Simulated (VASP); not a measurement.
# Si3Cl2 (P-6m2) in VASP: further runs

Si3Cl2 is run at these levels: PBE; tasks: single point.

Everything below comes from runs of VASP 6.6.1. Logs are shortened: lines on timing, memory, paths and dates and some standing lists are left out, and cuts for length are marked.

### Step 1. The cell of the first run

The structure is hexagonal, space group P-6m2 (No. 187). The conventional cell has a = 5.206 Å, b = 5.206 Å, c = 4.819 Å, α = 90.00°, β = 90.00°, γ = 120.00°. Si (site symmetry 3m) has 2 Si at 2.19 to 2.63 Å within 2.9 Å. Si (site symmetry -6m2) has 5 Cl at 2.41 to 3.01 Å and 6 Si at 3.20 Å within 3.2 Å. Cl (site symmetry -6m2) has 8 Si at 2.41 to 3.28 Å within 3.3 Å. Within 4.0 Å of Cl (site symmetry -6m2) lie 9 Si at 3.01 to 3.20 Å and 6 Cl at 3.85 Å.

The cell was built from a structure type or drawn by symmetry, and may not be a known phase.

### Step 2. Single point, PBE

INCAR

```
SYSTEM = Si3Cl2
PREC = Accurate ; ENCUT = 500
EDIFF = 1E-6 ; ISMEAR = 0
SIGMA = 0.2 ; LREAL = .False.
LASPH = .True. ; NELM = 120
ALGO = Normal ; ISIF = 2
LWAVE = .False. ; LCHARG = .True.
GGA = PE ; LELF = .True.
LVHAR = .True. ; NBANDS = 21
GGA_COMPAT = .False.
```

KPOINTS

```
regular mesh
0
Gamma
  4 4 3
  0 0 0
```

POSCAR

```
Si3Cl2
1.0
    5.2064457261      0.0000000033      0.0000000000
   -2.6032228659      4.5089142605      0.0000000000
    0.0000000000      0.0000000000      4.8189167720
Si Cl
3 2
Direct
    0.0000000000      0.0000000000      0.7725692123
    0.0000000000      0.0000000000      0.2274307877
    0.6666666667      0.3333333333      0.0000000000
    0.6666666667      0.3333333333      0.5000000000
    0.3333333333      0.6666666667      0.0000000000
```

Potentials or basis: VASP PAW PBE potentials, release 64 (Si, Cl).

On the command line:

```bash
> cat potpaw_PBE.64/Si/POTCAR potpaw_PBE.64/Cl/POTCAR > POTCAR
> mpirun -np 1 vasp_std > vasp.out
```

OUTCAR:

```text
SYSTEM = Si3Cl2
   PREC = Accurate
   ENCUT = 500
   EDIFF = 1E-6
   ISMEAR = 0
   LREAL = .False.
   LASPH = .True.
   NELM = 120
   ISIF = 2
   GGA = PE

 ion  position               nearest neighbor table
   1  0.000  0.000  0.773-   2 2.19   2 2.63
   2  0.000  0.000  0.227-   1 2.19   1 2.63
   3  0.667  0.333  0.000-   4 2.41   4 2.41
   4  0.667  0.333  0.500-   3 2.41   3 2.41
   5  0.333  0.667  0.000-

  LATTYP: Found a hexagonal cell.
 ALAT       =     5.2064457261
 C/A-ratio  =     0.9255674649

  Lattice vectors:

 A1 = (   5.2064457261,   0.0000000033,   0.0000000000)
 A2 = (  -2.6032228659,   4.5089142605,   0.0000000000)
 A3 = (   0.0000000000,   0.0000000000,   4.8189167720)

Analysis of symmetry for initial positions (statically):
=====================================================================
 Subroutine PRICEL returns:
 Original cell was already a primitive cell.

 Routine SETGRP: Setting up the symmetry group for a
 hexagonal supercell.

 Subroutine GETGRP returns: Found 12 space group operations
 (whereof 12 operations were pure point group operations)
 out of a pool of 24 trial point group operations.

The static configuration has the point symmetry D_3h.

Analysis of symmetry for dynamics (positions and initial velocities):
=====================================================================
 Subroutine PRICEL returns:
 Original cell was already a primitive cell.

 Routine SETGRP: Setting up the symmetry group for a
 hexagonal supercell.

 Subroutine GETGRP returns: Found 12 space group operations
 (whereof 12 operations were pure point group operations)
 out of a pool of 24 trial point group operations.

The dynamic configuration has the point symmetry D_3h.

 Subroutine INISYM returns: Found 12 space group operations
 (whereof 12 operations are pure point group operations),
 and found     1 'primitive' translations

----------------------------------------------------------------------------------------

                                     Primitive cell

  volume of cell :     113.1261

  direct lattice vectors                    reciprocal lattice vectors
     5.206445726  0.000000003  0.000000000     0.192069610  0.110891441  0.000000000
    -2.603222866  4.508914261  0.000000000    -0.000000000  0.221782882  0.000000000
     0.000000000  0.000000000  4.818916772     0.000000000  0.000000000  0.207515516

  length of vectors
     5.206445726  5.206445726  4.818916772     0.221782882  0.221782882  0.207515516

  position of ions in fractional coordinates (direct lattice)
     0.000000000  0.000000000  0.772569212
     0.000000000  0.000000000  0.227430788
     0.666666667  0.333333333  0.000000000
     0.666666667  0.333333333  0.500000000
     0.333333333  0.666666667  0.000000000

  ion indices of the primitive-cell ions
   primitive index   ion index
                 1           1
                 2           2
                 3           3
                 4           4
                 5           5

----------------------------------------------------------------------------------------

 KPOINTS: regular mesh

Automatic generation of k-mesh.
 Grid dimensions read from file:
 generate k-points for:    4    4    3

 Generating k-lattice:

  Cartesian coordinates                     Fractional coordinates (reciprocal lattice)
     0.048017402  0.027722860  0.000000000     0.250000000  0.000000000  0.000000000
    -0.000000000  0.055445721  0.000000000     0.000000000  0.250000000  0.000000000
     0.000000000  0.000000000  0.069171839     0.000000000  0.000000000  0.333333333

  Length of vectors
     0.055445721  0.055445721  0.069171839

  Shift w.r.t. Gamma in fractional coordinates (k-lattice)
     0.000000000  0.000000000  0.000000000

 Subroutine IBZKPT returns following result:
 ===========================================

 Found      8 irreducible k-points:

 Following reciprocal coordinates:
            Coordinates               Weight
  0.000000  0.000000  0.000000      1.000000
  0.250000  0.000000  0.000000      6.000000
  0.500000  0.000000  0.000000      3.000000
  0.250000  0.250000  0.000000      6.000000
  0.000000  0.000000  0.333333      2.000000
  0.250000  0.000000  0.333333     12.000000
  0.500000  0.000000  0.333333      6.000000
  0.250000  0.250000  0.333333     12.000000
   k-points           NKPTS =      8   k-points in BZ     NKDIM =      8   number of bands    NBANDS=     21
   number of dos      NEDOS =    301   number of ions     NIONS =      5
   total plane-waves  NPLWV =  57600
   dimension x,y,z NGX =    40 NGY =   40 NGZ =   36
   dimension x,y,z NGXF=    80 NGYF=   80 NGZF=   72
   ions per type =               3   2
   NGX,Y,Z   is equivalent  to a cutoff of  12.77, 12.77, 12.42 a.u.
   NGXF,Y,Z  is equivalent  to a cutoff of  25.54, 25.54, 24.84 a.u.
 SYSTEM =  Si3Cl2
   PREC   = accura    normal or accurate (medium, high low for compatibility)
   ISTART =      0    job   : 0-new  1-cont  2-samecut
   ICHARG =      2    charge: 1-file 2-atom 10-const
   ISPIN  =      1    spin polarized calculation?
   LNONCOLLINEAR =      F non collinear calculations
   LSORBIT =      F    spin-orbit coupling
   LASPH  =      T    aspherical Exc in radial PAW
   ENCUT  =  500.0 eV  36.75 Ry    6.06 a.u.   9.49  9.49  8.79*2*pi/ulx,y,z
   NELM   =    120;   NELMIN=  2; NELMDL= -5     # of ELM steps
   EDIFF  = 0.1E-05   stopping-criterion for ELM
   LREAL  =      F    real-space projection
   EDIFFG = 0.1E-04   stopping-criterion for IOM
   NSW    =      0    number of steps for IOM
   IBRION =     -1    ionic relax: 0-MD 1-quasi-New 2-CG
   NFREE  =      0    steps in history (QN), initial steepest desc. (CG)
   ISIF   =      2    stress and relaxation
   ISYM   =      2    0-nonsym 1-usesym 2-fastsym
   POTIM  = 0.5000    time-step for ionic-motion
   TEBEG  =    0.0;   TEEND  =   0.0 temperature during run
   PSTRESS=    0.0 pullay stress
   NELECT =      26.0000    total number of electrons
   NUPDOWN=      -1.0000    fix difference up-down
   EMIN   =  10.00;   EMAX   =-10.00  energy-range for DOS
   EFERMI =   0.00;   METHOD = LEGACY
   ISMEAR =     0;   SIGMA  =   0.20  broadening in eV -4-tet -1-fermi 0-gaus
   EFERMI_NEDOS =   21; number of points for ismear=-14 and -15
   IALGO  =     38    algorithm
   IMIX   =      4    mixing-type and parameters
     AMIX     =   0.40;   BMIX     =  1.00
     AMIX_MAG =   1.60;   BMIX_MAG =  1.00
  volume/ion in A,a.u.               =      22.63       152.68
  Fermi-wavevector in a.u.,A,eV,Ry     =   1.002794  1.895006 13.681960  1.005596
  Thomas-Fermi vector in A             =   2.135304
   LORBIT       =      0    0 simple, 1 ext, 2 COOP (PROOUT), +10 PAW based schemes
   GGA     = PE    functional components
   LHFCALC =     F    Hartree Fock is set to
   AEXX    =    0.0000 exact exchange contribution
   IVDW    =     0    specifies the selected vdW correction
   LEPSILON=     F    determine dielectric tensor
   LRPA    =     F    only Hartree local field effects (RPA)
 non-spin polarized calculation
 Gauss-broadening in eV      SIGMA  =   0.20
  energy-cutoff  :      500.00
  volume of cell :      113.13
 maximum number of plane-waves:      2892
 NGX is ok and might be reduce to    40
   NGX = 19   NGY = 19   NGZ = 17

 number of electron      25.9999996 magnetization

 Free energy of the ion-electron system (eV)
  ---------------------------------------------------
  ext. energy  EPLUGINS =         0.00000000
  ---------------------------------------------------
  free energy    TOTEN  =       -17.38785885 eV

  energy without entropy =      -17.35124298  energy(sigma->0) =      -17.36955091

 E-fermi :   4.4076     XC(G=0):  -9.0493

 val. band max:        4.3633142234   @ k =   0.2500   0.2500   0.0000
 cond. band min:       4.6882421269   @ k =   0.2500   0.2500   0.3333
 fundamental gap:      0.3249279036
 Fermi energy:         4.4075521208

 k-point     1 :       0.0000    0.0000    0.0000
  band No.  band energies     occupation
      1     -12.1353      2.00000
      2     -10.5762      2.00000
      3      -5.1720      2.00000
      4      -2.5030      2.00000
      5      -1.0369      2.00000
      6      -0.5051      2.00000
[... 13 lines left out ...]
     20      10.4456      0.00000
     21      10.4456      0.00000

 k-point     2 :       0.2500    0.0000    0.0000
  band No.  band energies     occupation
      1     -12.0924      2.00000
      2     -10.5691      2.00000
      3      -5.4031      2.00000
      4      -2.3807      2.00000
      5      -1.7858      2.00000
      6      -0.9867      2.00000
[... 13 lines left out ...]
     20      11.1144      0.00000
     21      11.3519      0.00000

 k-point     3 :       0.5000    0.0000    0.0000
  band No.  band energies     occupation
      1     -12.0487      2.00000
      2     -10.5598      2.00000
      3      -5.6323      2.00000
      4      -2.2439      2.00000
      5      -2.1151      2.00000
      6      -1.2679      2.00000
[... 13 lines left out ...]
     20      10.5593      0.00000
     21      11.0453      0.00000

 k-point     4 :       0.2500    0.2500    0.0000
  band No.  band energies     occupation
      1     -12.0494      2.00000
      2     -10.5581      2.00000
      3      -5.6322      2.00000
      4      -2.3291      2.00000
      5      -2.2467      2.00000
      6      -0.7935      2.00000
[... 13 lines left out ...]
     20      10.3556      0.00000
     21      11.4520      0.00000

 k-point     5 :       0.0000    0.0000    0.3333
  band No.  band energies     occupation
      1     -12.0124      2.00000
      2     -10.6384      2.00000
      3      -5.1382      2.00000
      4      -3.3775      2.00000
      5      -1.9001      2.00000
      6      -0.1771      2.00000
[... 13 lines left out ...]
     20      10.5762      0.00000
     21      11.1866      0.00000

 k-point     6 :       0.2500    0.0000    0.3333
  band No.  band energies     occupation
      1     -11.9887      2.00000
      2     -10.5966      2.00000
      3      -5.2066      2.00000
      4      -3.6998      2.00000
      5      -2.2982      2.00000
      6      -0.5435      2.00000
[... 13 lines left out ...]
     20      10.5396      0.00000
     21      11.3783      0.00000

 k-point     7 :       0.5000    0.0000    0.3333
  band No.  band energies     occupation
      1     -11.9650      2.00000
      2     -10.5525      2.00000
      3      -5.2476      2.00000
      4      -4.0396      2.00000
      5      -2.6293      2.00000
      6      -0.7941      2.00000
[... 13 lines left out ...]
     20      10.3328      0.00000
     21      10.8114      0.00000

 k-point     8 :       0.2500    0.2500    0.3333
  band No.  band energies     occupation
      1     -11.9652      2.00000
      2     -10.5524      2.00000
      3      -5.1781      2.00000
      4      -4.1784      2.00000
      5      -2.6476      2.00000
      6      -0.5901      2.00000
[... 13 lines left out ...]
     20      10.2479      0.00000
     21      10.6064      0.00000

------------------------ aborting loop because EDIFF is reached ----------------------------------------

  FORCE on cell =-STRESS in cart. coord.  units (eV):
  Direction    XX          YY          ZZ          XY          YZ          ZX
  --------------------------------------------------------------------------------------
  -------------------------------------------------------------------------------------
  Total       -0.2382698     -0.2382698      0.2413126     -0.0000000      0.0000000      0.0000000
  in kB       -3.3745577     -3.3745577      3.4176521     -0.0000000      0.0000000      0.0000000
  external PRESSURE =      -1.1104878 kB  Pullay stress =       0.0000000 kB

 VOLUME and BASIS-vectors are now :
 -----------------------------------------------------------------------------
  energy-cutoff  :      500.00
  volume of cell :      113.13
      direct lattice vectors                 reciprocal lattice vectors
     5.206445726  0.000000003  0.000000000     0.192069610  0.110891441  0.000000000
    -2.603222866  4.508914261  0.000000000    -0.000000000  0.221782882  0.000000000
     0.000000000  0.000000000  4.818916772     0.000000000  0.000000000  0.207515516

 POSITION                                       TOTAL-FORCE (eV/Angst)
 -----------------------------------------------------------------------------------
      0.00000      0.00000      3.72295        -0.000000      0.000000      0.042776
      0.00000      0.00000      1.09597        -0.000000      0.000000     -0.042776
      2.60322      1.50297      0.00000        -0.000000     -0.000000      0.000000
      2.60322      1.50297      2.40946         0.000000     -0.000000      0.000000
     -0.00000      3.00594      0.00000        -0.000000      0.000000      0.000000
 -----------------------------------------------------------------------------------
    total drift:                               -0.000000      0.000000      0.000000

  FREE ENERGIE OF THE ION-ELECTRON SYSTEM (eV)
  ---------------------------------------------------
  free  energy   TOTEN  =       -17.3878588508 eV

  energy  without entropy=      -17.3512429791  energy(sigma->0) =      -17.36955091
```

Run time: 26 s. Hardware: 1 thread of Intel Xeon Platinum 8488C (Sapphire Rapids), shared host; peak memory 0.22 GiB.

What came out:

- Free energy: -17.3879 eV
- Pressure: -0.1 GPa
- Largest force: 0.043 eV/Å
- Band gap on the k mesh: zero (bands 13 and 14 overlap by 1.53 eV)

Forces in eV/Å, atoms in the order of the input:
```
Si   0.000  0.000  0.043
Si   0.000  0.000 -0.043
Si   0.000  0.000  0.000
Cl   0.000  0.000  0.000
Cl   0.000  0.000  0.000
```

Stress tensor (GPa, compression positive):
```
-0.34  0.00  0.00
 0.00 -0.34  0.00
 0.00  0.00  0.34
```

Caveat: the k points lie up to 0.43 Å⁻¹ apart, too coarse for converged energies and pressures of a metal.

### Step 3. Single point, PBE

This run uses another cell than the first one, of 35.68 Å³/atom.

INCAR

```
SYSTEM = Si3Cl2
PREC = Accurate ; ENCUT = 500
EDIFF = 1E-6 ; ISMEAR = 0
SIGMA = 0.2 ; LREAL = .False.
LASPH = .True. ; NELM = 120
ALGO = Normal ; ISIF = 2
LWAVE = .False. ; LCHARG = .False.
GGA = PE ; NBANDS = 21
GGA_COMPAT = .False.
```

KPOINTS

```
Automatic mesh
0
Gamma
  4 4 3
  0 0 0
```

POSCAR

```
Si3Cl2
1.0
    5.0116456196      0.0000000031      0.0000000000
   -2.5058228125      4.3402124198      0.0000000000
    0.0000000000      0.0000000000      8.2010176729
Si Cl
3 2
Direct
    0.8238344686      0.1761655314      0.5000000000
    0.8238344686      0.6476689372      0.5000000000
    0.3523310628      0.1761655314      0.5000000000
    0.6666666667      0.3333333333      0.2192830430
    0.6666666667      0.3333333333      0.7807169570
```

Potentials or basis: VASP PAW PBE potentials, release 64 (Si, Cl).

On the command line:

```bash
> cat potpaw_PBE.64/Si/POTCAR potpaw_PBE.64/Cl/POTCAR > POTCAR
> mpirun -np 1 vasp_std > vasp.out
```

It took 33 s on 1 thread of Intel Xeon Platinum 8488C (Sapphire Rapids), shared host; peak memory 0.28 GiB.

Results (log left out):

- Free energy: -18.3959 eV
- Pressure: 0.2 GPa
- Largest force: 0.007 eV/Å
- Band gap on the k mesh: zero (bands 13 and 14 overlap by 2.07 eV)

Forces on the atoms (eV/Å):
```
Si   0.003 -0.001  0.000
Si   0.000  0.003  0.000
Si  -0.003 -0.001  0.000
Cl   0.000  0.000 -0.007
Cl   0.000  0.000  0.007
```

Stress tensor (GPa, compression positive):
```
0.11 0.00 0.00
0.00 0.11 0.00
0.00 0.00 0.25
```

Levels at points of the mesh, in eV from the Fermi level:
```csv
k point,band 10,band 11,band 12,band 13,band 14,band 15,band 16,band 17
"(0.00, 0.00, 0.00)",-1.98,-1.98,-1.95,-1.24,-1.24,0.49,3.36,3.74
"(0.50, 0.00, 0.00)",-2.51,-2.05,-1.86,0.83,1.95,1.96,2.96,3.54
```

Caveat: the k points lie up to 0.36 Å⁻¹ apart, too coarse for converged energies and pressures of a metal; this functional lacks dispersion, which binds the layers, so the pressure and a relaxed spacing across them are unreliable.
